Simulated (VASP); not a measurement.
Input of a VASP 6.6.1 run:

Contents of INCAR:

```
PREC = Accurate
ENCUT = 520
EDIFF = 1E-6
ISMEAR = -1
SIGMA = 0.1
LREAL = F
LASPH = T
NELM = 80
ALGO = Normal
ISIF = 2
LWAVE = F
LCHARG = T
GGA = B5
ALDAX = 1.0
AGGAX = 1.0
AGGAC = 1.0
ALDAC = 0.0
LELF = T
LVHAR = T
NBANDS = 19
```

File KPOINTS:

```
regular mesh
0
Gamma
  9 9 13
```

File POSCAR:

```
Os
1.0
    4.1997676896      0.0000000000      0.0000000000
   -2.0998838448      3.6371055092      0.0000000000
    0.0000000000      0.0000000000      2.6524337442
Os
3
Direct
    1.0000000000      1.0000000000      0.0000000000
    0.3333333333      0.6666666667      0.5000000000
    0.6666666667      0.3333333333      0.5000000000
```

Potentials or basis: VASP PAW PBE potentials, release 64 (Os).

Command:

```console
$ cat potpaw_PBE.64/Os/POTCAR > POTCAR
$ mpirun -np 1 vasp_std > vasp.out
```

(1) Predict the pressure.

(2) What does it give for the band gap on the k mesh?

Answers

(1) 60.6 GPa.

(2) zero (bands 12 and 13 overlap by 3.07 eV).

Caveat: the cell stands under pressure; the PAW data sets were made with another functional, which shifts forces and pressure a little; spin-orbit coupling is left out, which moves the levels of the heavy elements.
